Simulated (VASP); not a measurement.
Set up this calculation in VASP 6.6.1, as the native input.

```yaml
Task: relaxation of cell and atoms
Functional: LDA
Potentials_or_basis: VASP PAW LDA potentials, release 64 (La, Li_sv, O)
Cutoff: 600 eV
k_mesh: 11 × 11 × 11
Occupations: methfessel-paxton, width 0.02 eV
Spin: no spin polarisation
Dipole_correction: no
Further_INCAR_settings: ALGO = Normal; EDIFF = 1e-07; IBRION = 2; EDIFFG = -0.03; NSW = 80; ISIF = 3
```

The structure of LiLaO3 lies in POSCAR:

```
LiLaO3
1.0
    3.6944465666      0.0000000000      0.0000000000
    0.0000000000      3.6944465666      0.0000000000
    0.0000000000      0.0000000000      3.6944465666
La Li O
1 1 3
Direct
    0.0000000000      0.0000000000      0.0000000000
    0.5000000000      0.5000000000      0.5000000000
    0.5000000000      0.5000000000      0.0000000000
    0.0000000000      0.5000000000      0.5000000000
    0.5000000000      0.0000000000      0.5000000000
```

The input as run:

INCAR

```
PREC = Accurate
ENCUT = 600
EDIFF = 1E-7
ISMEAR = 1
SIGMA = 0.02
LREAL = F
LASPH = T
NELM = 100
ALGO = Normal
ISIF = 3
LWAVE = F
LCHARG = F
GGA = CA
IBRION = 2
NSW = 80
EDIFFG = -0.03
```

KPOINTS

```
regular mesh
0
Gamma
  11 11 11
```

Potentials or basis: VASP PAW LDA potentials, release 64 (La, Li_sv, O).

The run is started by

```sh
$ cat potpaw_LDA.64/La/POTCAR potpaw_LDA.64/Li_sv/POTCAR potpaw_LDA.64/O/POTCAR > POTCAR
$ mpirun -np 1 vasp_std > vasp.out
```

It gave:

```yaml
Pressure_after_relaxing: -0.2 GPa
Band_gap_on_the_k_mesh: zero (band 16 reaches 6.63 eV, above the bottom of band 17 at 5.75 eV)
```

Caveat: the cutoff is under 1.25 times the usual one of these potentials, so pressure, stress and relaxed cells hold a basis-set (Pulay) error; the relaxation stopped at its first step, so nothing moved; spin-orbit coupling is left out, which moves the levels of the heavy elements.

Wall time 51 s on 1 thread of AMD EPYC 7R13 Processor (Zen 3) (shared host), peak memory 0.19 GiB.
